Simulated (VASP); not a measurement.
# Ta6HN6F in VASP: further runs

Ta6HN6F is run at these levels: PBE+D3(BJ); tasks: single point.

Everything below comes from runs of VASP 6.6.1. Logs are shortened: lines on timing, memory, paths and dates and some standing lists are left out, and cuts for length are marked.

## (1) The cell of the first run

The cell holds a slab with vacuum, 14 atoms: a = 5.208 Å, b = 5.208 Å, c = 16.372 Å, α = 90.00°, β = 90.00°, γ = 120.00°.

## (2) Single point, PBE+D3(BJ)

The input, INCAR:

```
ALGO     = Normal         # electronic algorithm
EDIFF    = 1E-7           # SCF threshold, eV
ENCUT    = 520            # plane-wave cutoff, eV
GGA      = PE             # functional
ISIF     = 2              # what is computed and relaxed
ISMEAR   = 0              # smearing method
IVDW     = 12             # dispersion correction
LASPH    = True           # aspherical terms in the spheres
LCHARG   = False          # write CHGCAR
LREAL    = False          # projectors in reciprocal space
LWAVE    = False          # write WAVECAR
NBANDS   = 65             # bands
NELM     = 100            # most SCF steps
PREC     = Accurate       # precision mode
SIGMA    = 0.05           # smearing width, eV
```

The input, KPOINTS:

```
k-points
0
Gamma
  2 2 1
```

The input, POSCAR:

```
Ta6HN6F
1.0
    5.2084950000      0.0000000000      0.0000000000
   -2.6042480000      4.5106890000      0.0000000000
    0.0000000000      0.0000000000     16.3721220000
Ta N F H
6 6 1 1
Direct
    0.0000000000      0.0000000000      0.0610794374
    0.3293098517      0.6649695867      0.1349831134
    0.6638288081      0.3322237467      0.1352590092
   -0.0088142157     -0.0039661347      0.2359373452
    0.3087747746      0.6539741490      0.3139675480
    0.6273569256      0.3108507370      0.3245790008
    0.3923922361      0.0000000000      0.0610794374
    0.6076078602      0.6076078400      0.0610794374
    0.0000000956      0.3923921600      0.0610794374
    0.3752098991     -0.0127918373      0.2292998427
    0.5999118076      0.6077845314      0.2337044642
   -0.0163105736      0.3852081134      0.2319706633
   -0.3042007175      0.3852528960      0.4387425772
    0.2611209131      0.9428537414      0.3727852749
```

Potentials or basis: VASP PAW PBE potentials, release 64 (Ta_pv, N, F, H).

On the command line:

```console
cat potpaw_PBE.64/Ta_pv/POTCAR potpaw_PBE.64/N/POTCAR potpaw_PBE.64/F/POTCAR potpaw_PBE.64/H/POTCAR > POTCAR
mpirun -np 1 vasp_std > vasp.out
```

OUTCAR:

```text
EDIFF = 1E-7
   ENCUT = 520
   GGA = PE
   ISIF = 2
   ISMEAR = 0
   IVDW = 12
   LASPH = True
   LREAL = False
   NELM = 100
   PREC = Accurate
 IVDW          = 12

 ion  position               nearest neighbor table
   1  0.000  0.000  0.061-   9 2.04   8 2.04   7 2.04   4 2.86   3 3.23   2 3.23   2 3.23   3 3.25
                             3 3.25   2 3.26
   2  0.329  0.665  0.135-   9 2.00   7 2.01   8 2.02  10 2.20  11 2.26  12 2.29   5 2.93   3 3.00
                             3 3.01   3 3.01   1 3.23   1 3.23   1 3.26   4 3.41   4 3.44   4 3.44
   3  0.664  0.332  0.135-   7 2.01   8 2.01   9 2.02  12 2.21  10 2.27  11 2.29   2 3.00   2 3.01
                             2 3.01   6 3.10   1 3.23   1 3.25   1 3.25   4 3.42   4 3.42   4 3.45
   4  0.991  0.996  0.236-  10 2.03  11 2.03  12 2.05   1 2.86   6 3.22   5 3.23   5 3.24   5 3.33
                             6 3.39   2 3.41   6 3.42   3 3.42   3 3.42   2 3.44   2 3.44   3 3.45
   5  0.309  0.654  0.314-  14 1.90  12 2.06  11 2.11  10 2.11   2 2.93   6 2.97   6 2.99   6 3.08
                             4 3.23   4 3.24   4 3.33
   6  0.627  0.311  0.325-  13 1.91  14 2.07  10 2.19  11 2.20  12 2.27   5 2.97   5 2.99   5 3.08
                             3 3.10   4 3.22   4 3.39   4 3.42
   7  0.392  0.000  0.061-   3 2.01   2 2.01   1 2.04
   8  0.608  0.608  0.061-   3 2.01   2 2.02   1 2.04
   9  0.000  0.392  0.061-   2 2.00   3 2.02   1 2.04
  10  0.375  0.987  0.229-   4 2.03   5 2.11   6 2.19   2 2.20   3 2.27
  11  0.600  0.608  0.234-   4 2.03   5 2.11   6 2.20   2 2.26   3 2.29
  12  0.984  0.385  0.232-   4 2.05   5 2.06   3 2.21   6 2.27   2 2.29
  13  0.696  0.385  0.439-   6 1.91
  14  0.261  0.943  0.373-   5 1.90   6 2.07

  LATTYP: Found a hexagonal cell.
 ALAT       =     5.2084950000
 C/A-ratio  =     3.1433498544

  Lattice vectors:

 A1 = (   5.2084950000,   0.0000000000,   0.0000000000)
 A2 = (  -2.6042480000,   4.5106890000,   0.0000000000)
 A3 = (   0.0000000000,   0.0000000000,  16.3721220000)

Analysis of symmetry for initial positions (statically):
=====================================================================
 Subroutine PRICEL returns:
 Original cell was already a primitive cell.

 Routine SETGRP: Setting up the symmetry group for a
 hexagonal supercell.

 Subroutine GETGRP returns: Found  1 space group operations
 (whereof  1 operations were pure point group operations)
 out of a pool of 24 trial point group operations.

The static configuration has the point symmetry C_1 .

Analysis of symmetry for dynamics (positions and initial velocities):
=====================================================================
 Subroutine PRICEL returns:
 Original cell was already a primitive cell.

 Routine SETGRP: Setting up the symmetry group for a
 hexagonal supercell.

 Subroutine GETGRP returns: Found  1 space group operations
 (whereof  1 operations were pure point group operations)
 out of a pool of 24 trial point group operations.

The dynamic configuration has the point symmetry C_1 .

 Subroutine INISYM returns: Found  1 space group operations
 (whereof  1 operations are pure point group operations),
 and found     1 'primitive' translations

----------------------------------------------------------------------------------------

                                     Primitive cell

  volume of cell :     384.6450

  direct lattice vectors                    reciprocal lattice vectors
     5.208495000  0.000000000  0.000000000     0.191994041  0.110847832  0.000000000
    -2.604248000  4.510689000  0.000000000     0.000000000  0.221695621  0.000000000
     0.000000000  0.000000000 16.372122000     0.000000000  0.000000000  0.061079437

  length of vectors
     5.208495000  5.208495263 16.372122000     0.221695632  0.221695621  0.061079437

  position of ions in fractional coordinates (direct lattice)
     0.000000000  0.000000000  0.061079437
     0.329309852  0.664969587  0.134983113
     0.663828808  0.332223747  0.135259009
     0.991185784  0.996033865  0.235937345
     0.308774775  0.653974149  0.313967548
     0.627356926  0.310850737  0.324579001
     0.392392236  0.000000000  0.061079437
     0.607607860  0.607607840  0.061079437
[... 31 lines left out ...]

 Generating k-lattice:

  Cartesian coordinates                     Fractional coordinates (reciprocal lattice)
     0.095997020  0.055423916  0.000000000     0.500000000  0.000000000  0.000000000
     0.000000000  0.110847811  0.000000000     0.000000000  0.500000000  0.000000000
     0.000000000  0.000000000  0.061079437     0.000000000  0.000000000  1.000000000

  Length of vectors
     0.110847816  0.110847811  0.061079437

  Shift w.r.t. Gamma in fractional coordinates (k-lattice)
     0.000000000  0.000000000  0.000000000

 Subroutine IBZKPT returns following result:
 ===========================================

 Found      4 irreducible k-points:

 Following reciprocal coordinates:
            Coordinates               Weight
  0.000000  0.000000  0.000000      1.000000
  0.500000  0.000000  0.000000      1.000000
  0.000000  0.500000  0.000000      1.000000
  0.500000  0.500000  0.000000      1.000000
   k-points           NKPTS =      4   k-points in BZ     NKDIM =      4   number of bands    NBANDS=     65
   number of dos      NEDOS =    301   number of ions     NIONS =     14
   total plane-waves  NPLWV = 201600
   dimension x,y,z NGX =    40 NGY =   40 NGZ =  126
   dimension x,y,z NGXF=    80 NGYF=   80 NGZF=  252
   ions per type =               6   6   1   1
   NGX,Y,Z   is equivalent  to a cutoff of  12.77, 12.77, 12.79 a.u.
   NGXF,Y,Z  is equivalent  to a cutoff of  25.53, 25.53, 25.59 a.u.
 SYSTEM =  unknown system
   PREC   = accura    normal or accurate (medium, high low for compatibility)
   ISTART =      0    job   : 0-new  1-cont  2-samecut
   ICHARG =      2    charge: 1-file 2-atom 10-const
   ISPIN  =      1    spin polarized calculation?
   LNONCOLLINEAR =      F non collinear calculations
   LSORBIT =      F    spin-orbit coupling
   LASPH  =      T    aspherical Exc in radial PAW
   ENCUT  =  520.0 eV  38.22 Ry    6.18 a.u.   9.68  9.68 30.44*2*pi/ulx,y,z
   NELM   =    100;   NELMIN=  2; NELMDL= -5     # of ELM steps
   EDIFF  = 0.1E-06   stopping-criterion for ELM
   LREAL  =      F    real-space projection
   EDIFFG = 0.1E-05   stopping-criterion for IOM
   NSW    =      0    number of steps for IOM
   IBRION =     -1    ionic relax: 0-MD 1-quasi-New 2-CG
   NFREE  =      0    steps in history (QN), initial steepest desc. (CG)
   ISIF   =      2    stress and relaxation
   ISYM   =      2    0-nonsym 1-usesym 2-fastsym
   POTIM  = 0.5000    time-step for ionic-motion
   TEBEG  =    0.0;   TEEND  =   0.0 temperature during run
   PSTRESS=    0.0 pullay stress
   NELECT =     104.0000    total number of electrons
   NUPDOWN=      -1.0000    fix difference up-down
   EMIN   =  10.00;   EMAX   =-10.00  energy-range for DOS
   EFERMI =   0.00;   METHOD = LEGACY
   ISMEAR =     0;   SIGMA  =   0.05  broadening in eV -4-tet -1-fermi 0-gaus
   EFERMI_NEDOS =   21; number of points for ismear=-14 and -15
   IALGO  =     38    algorithm
   IMIX   =      4    mixing-type and parameters
     AMIX     =   0.40;   BMIX     =  1.00
     AMIX_MAG =   1.60;   BMIX_MAG =  1.00
  volume/ion in A,a.u.               =      27.47       185.41
  Fermi-wavevector in a.u.,A,eV,Ry     =   1.058602  2.000467 15.247199  1.120637
  Thomas-Fermi vector in A             =   2.193917
   LORBIT       =      0    0 simple, 1 ext, 2 COOP (PROOUT), +10 PAW based schemes
   GGA     = PE    functional components
   LHFCALC =     F    Hartree Fock is set to
   AEXX    =    0.0000 exact exchange contribution
   IVDW    =    12    specifies the selected vdW correction
   LEPSILON=     F    determine dielectric tensor
   LRPA    =     F    only Hartree local field effects (RPA)
 non-spin polarized calculation
 Gauss-broadening in eV      SIGMA  =   0.05
  energy-cutoff  :      520.00
  volume of cell :      384.65
 maximum number of plane-waves:     10386
 NGX is ok and might be reduce to    40
   NGX = 19   NGY = 19   NGZ = 61

 number of electron     104.0000001 magnetization

 Free energy of the ion-electron system (eV)
  ---------------------------------------------------
  ext. energy  EPLUGINS =         0.00000000
  ---------------------------------------------------
  free energy    TOTEN  =      -135.99482917 eV

  energy without entropy =     -135.99464453  energy(sigma->0) =     -135.99473685

 E-fermi :  -0.2106     XC(G=0):  -6.0645

 val. band max:       -0.3147557018   @ k =   0.5000   0.5000   0.0000
 cond. band min:      -0.1065276405   @ k =   0.5000   0.5000   0.0000
 fundamental gap:      0.2082280614
 Fermi energy:        -0.2106416719

 k-point     1 :       0.0000    0.0000    0.0000
  band No.  band energies     occupation
      1     -35.8728      2.00000
      2     -35.7072      2.00000
      3     -35.6747      2.00000
      4     -35.6625      2.00000
      5     -35.5710      2.00000
      6     -35.4934      2.00000
[... 257 lines left out ...]
     63       2.9978      0.00000
     64       3.2698      0.00000
 [bands above 64 left out]

------------------------ aborting loop because EDIFF is reached ----------------------------------------

 Edisp (eV)   -3.35167

 E8    (eV) :    -1.5734

  FORCE on cell =-STRESS in cart. coord.  units (eV):
  Direction    XX          YY          ZZ          XY          YZ          ZX
  --------------------------------------------------------------------------------------
  -------------------------------------------------------------------------------------
  Total      -5.86881    -4.69161     1.06207     0.55870     1.62384     1.53623
  in kB     -24.44558   -19.54217     4.42388     2.32719     6.76383     6.39891
  external pressure =      -13.19 kB  Pullay stress =        0.00 kB

 VOLUME and BASIS-vectors are now :
 -----------------------------------------------------------------------------
  energy-cutoff  :      520.00
  volume of cell :      384.65
      direct lattice vectors                 reciprocal lattice vectors
     5.208495000  0.000000000  0.000000000     0.191994041  0.110847832  0.000000000
    -2.604248000  4.510689000  0.000000000     0.000000000  0.221695621  0.000000000
     0.000000000  0.000000000 16.372122000     0.000000000  0.000000000  0.061079437

 POSITION                                       TOTAL-FORCE (eV/Angst)
 -----------------------------------------------------------------------------------
      0.00000      0.00000      1.00000        -0.094315     -0.051670      0.652092
     -0.01654      2.99947      2.20996         0.000805     -0.009770      0.077948
      2.59236      1.49856      2.21448        -0.009145     -0.003108      0.071579
      2.56867      4.49280      3.86279        -0.024150     -0.007625     -0.018433
     -0.09486      2.94987      5.14031        -0.027847     -0.033260      0.063540
      2.45805      1.40215      5.31405        -0.044060     -0.072284     -0.182341
      2.04377      0.00000      1.00000        -2.285622     -0.052647     -0.439261
      1.58236      2.74073      1.00000         1.184018      1.980794     -0.218686
     -1.02189      1.76996      1.00000         0.973124     -2.102745     -0.322462
     -0.61666      4.45299      3.75412        -0.006849     -0.013115     -0.006731
      1.54182      2.74153      3.82624        -0.024138     -0.018266      0.027947
      4.12036      1.73755      3.79785        -0.047785     -0.017326     -0.007261
      2.62077      1.73776      7.18315         0.063409      0.185386      0.142621
     -1.09538      4.25292      6.10329         0.342556      0.215636      0.159446
 -----------------------------------------------------------------------------------
    total drift:                                0.000279     -0.000159     -0.000028

  FREE ENERGIE OF THE ION-ELECTRON SYSTEM (eV)
  ---------------------------------------------------
  free  energy   TOTEN  =      -139.3465034652 eV

  energy  without entropy=     -139.3463188316  energy(sigma->0) =     -139.34641115
```

It took 6.3 min on 1 thread of Oxide Virtual Turin-like, shared host; peak memory 0.5 GiB.

Results:

```yaml
Free_energy: -139.3465 eV
Largest_force: 2.339 eV/Å
Band_gap_on_the_k_mesh: 0.21 eV
Dispersion_energy_per_atom: -0.239 eV
```

Forces in eV/Å, atoms in the order of the input:
```
Ta  -0.094 -0.052  0.652
Ta   0.001 -0.010  0.078
Ta  -0.009 -0.003  0.072
Ta  -0.024 -0.008 -0.018
Ta  -0.028 -0.033  0.064
Ta  -0.044 -0.072 -0.182
N   -2.286 -0.053 -0.439
N    1.184  1.981 -0.219
N    0.973 -2.103 -0.322
N   -0.007 -0.013 -0.007
N   -0.024 -0.018  0.028
N   -0.048 -0.017 -0.007
F    0.063  0.185  0.143
H    0.343  0.216  0.159
```

Caveat: the k points lie up to 0.70 Å⁻¹ apart; there is no dipole correction, which matters where the two faces differ; spin-orbit coupling is left out, which moves the levels of the heavy elements.

## (3) Single point, PBE+D3(BJ)

The input, INCAR:

```
ALGO = Normal ; EDIFF = 1E-7
ENCUT = 520 ; GGA = PE
ISIF = 2 ; ISMEAR = 0
IVDW = 12 ; LASPH = True
LCHARG = False ; LREAL = False
LWAVE = False ; NBANDS = 65
NELM = 100 ; PREC = Accurate
SIGMA = 0.05
```

KPOINTS is that of step 2.

The input, POSCAR:

```
Ta6HN6F
1.0
    5.2084950000      0.0000000000      0.0000000000
   -2.6042480000      4.5106890000      0.0000000000
    0.0000000000      0.0000000000     16.3721220000
Ta N F H
6 6 1 1
Direct
    0.0000000000      0.0000000000      0.0610794374
    0.3287450358      0.6648525314      0.1351438134
    0.6610573187      0.3312556020      0.1355292246
   -0.0127475076     -0.0032640246      0.2360719032
    0.3118800563      0.6544122195      0.3137166337
    0.6313351427      0.3078700394      0.3214218047
    0.3923922361      0.0000000000      0.0610794374
    0.6076078602      0.6076078400      0.0610794374
    0.0000000956      0.3923921600      0.0610794374
    0.3697139694     -0.0135815171      0.2296226476
    0.5991507305      0.6085682254      0.2348731582
   -0.0175431967      0.3880438221      0.2326210982
   -0.2062014248      0.4260903379      0.4297619453
    0.3461140579      0.9602865549      0.3833994152
```

Potentials or basis: VASP PAW PBE potentials, release 64 (Ta_pv, N, F, H).

On the command line:

```console
cat potpaw_PBE.64/Ta_pv/POTCAR potpaw_PBE.64/N/POTCAR potpaw_PBE.64/F/POTCAR potpaw_PBE.64/H/POTCAR > POTCAR
mpirun -np 1 vasp_std > vasp.out
```

OUTCAR:

```text
EDIFF = 1E-7
   ENCUT = 520
   GGA = PE
   ISIF = 2
   ISMEAR = 0
   IVDW = 12
   LASPH = True
   LREAL = False
   NELM = 100
   PREC = Accurate
 IVDW          = 12

 ion  position               nearest neighbor table
   1  0.000  0.000  0.061-   9 2.04   8 2.04   7 2.04   4 2.87   3 3.22   2 3.23   2 3.23   3 3.25
                             3 3.26   2 3.26
   2  0.329  0.665  0.135-   9 2.00   7 2.01   8 2.03  10 2.21  11 2.27  12 2.30   5 2.92   3 3.00
[... 498 lines left out ...]
  energy-cutoff  :      520.00
  volume of cell :      384.65
      direct lattice vectors                 reciprocal lattice vectors
     5.208495000  0.000000000  0.000000000     0.191994041  0.110847832  0.000000000
    -2.604248000  4.510689000  0.000000000     0.000000000  0.221695621  0.000000000
     0.000000000  0.000000000 16.372122000     0.000000000  0.000000000  0.061079437

 POSITION                                       TOTAL-FORCE (eV/Angst)
 -----------------------------------------------------------------------------------
      0.00000      0.00000      1.00000        -0.223797      0.070194      0.728488
     -0.01917      2.99894      2.21259         0.009469     -0.004815      0.069469
      2.58044      1.49419      2.21890        -0.007494      0.001819      0.072648
      2.54635      4.49597      3.86500        -0.015328      0.012053     -0.003418
     -0.07983      2.95185      5.13621         0.011843     -0.004525      0.062095
      2.48654      1.38871      5.26236        -0.031573     -0.052900     -0.146482
      2.04377      0.00000      1.00000        -2.334244     -0.128459     -0.483829
      1.58236      2.74073      1.00000         1.202636      1.968720     -0.248560
     -1.02189      1.76996      1.00000         0.879421     -2.073900     -0.242881
     -0.64323      4.44943      3.75941         0.001248     -0.000144     -0.005164
      1.53581      2.74506      3.84537        -0.003579     -0.013214      0.008220
      4.10656      1.75034      3.80850        -0.021865      0.011413      0.003425
      3.02485      1.92196      7.03611         0.295714      0.161178      0.070591
     -0.69809      4.33155      6.27706         0.237550      0.052581      0.115397
 -----------------------------------------------------------------------------------
    total drift:                                0.000166     -0.000025      0.000132

  FREE ENERGIE OF THE ION-ELECTRON SYSTEM (eV)
  ---------------------------------------------------
  free  energy   TOTEN  =      -139.5993725303 eV

  energy  without entropy=     -139.5993715838  energy(sigma->0) =     -139.59937206
```

stdout:

```text
POSCAR found type information on POSCAR TaN F H
 POSCAR found :  4 types and      14 ions
 scaLAPACK will be used
 LDA part: xc-table for (Slater+PW92), standard interpolation
 POSCAR, INCAR and KPOINTS ok, starting setup
 FFT: planning ... GRIDC
 FFT: planning ... GRID_SOFT
 FFT: planning ... GRID
 WAVECAR not read
 entering main loop
```

Wall time 7.3 min (1 thread of Oxide Virtual Turin-like, shared host); peak memory 0.5 GiB.

Results:

```yaml
Free_energy: -139.5994 eV
Largest_force: 2.387 eV/Å
Band_gap_on_the_k_mesh: 0.31 eV (least direct gap 0.39 eV)
Dispersion_energy_per_atom: -0.240 eV
```

Forces in eV/Å, atoms in the order of the input:
```
Ta  -0.224  0.070  0.728
Ta   0.009 -0.005  0.069
Ta  -0.007  0.002  0.073
Ta  -0.015  0.012 -0.003
Ta   0.012 -0.005  0.062
Ta  -0.032 -0.053 -0.146
N   -2.334 -0.128 -0.484
N    1.203  1.969 -0.249
N    0.879 -2.074 -0.243
N    0.001  0.000 -0.005
N   -0.004 -0.013  0.008
N   -0.022  0.011  0.003
F    0.296  0.161  0.071
H    0.238  0.053  0.115
```

Caveat: the k points lie up to 0.70 Å⁻¹ apart; there is no dipole correction, which matters where the two faces differ; spin-orbit coupling is left out, which moves the levels of the heavy elements.

(Continued in part 2 of 2.)

The gap in the log of VASP goes by the Fermi energy; the results here count the filled bands.